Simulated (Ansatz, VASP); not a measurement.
Ag in VASP and in Ansatz

```xyz
1
Lattice="0.0000 1.9997 1.9997 1.9997 0.0000 1.9997 1.9997 1.9997 0.0000" Properties=species:S:1:pos:R:3 pbc="T T T"
Ag    0.0000    0.0000    0.0000
```

Alike in both runs: task relaxation of cell and atoms; functional LDA; k mesh 17 × 17 × 17; occupations fermi-dirac, width 0.05 eV; no spin polarisation.

```csv
,VASP,Ansatz
version,VASP 6.6.1,Ansatz 0.2.0
potentials or method,"VASP PAW LDA potentials, release 64 (Ag)","PAW with Ansatz's default frozen-core files, scalar-relativistic"
plane-wave cutoff (eV),500,420
valence electrons in the cell,11,19
```

Ansatz gave:

| Item | Value |
| --- | --- |
| relaxed volume (Å³/atom) | 15.99 |
| relaxed length of the cell vector where the two differ most in proportion (Å) | 2.828 |

Q: What did VASP give for the same quantities?

A: Relaxed volume (Å³/atom): 16.02; relaxed length of the cell vector where the two differ most in proportion (Å): 2.830.

LDA's correlation is that of Perdew and Zunger in VASP and of Perdew and Wang (1992) in Ansatz. VASP's potentials hold 11 valence electrons a cell and Ansatz's 19, so a difference there can come from the potentials and not from the codes.
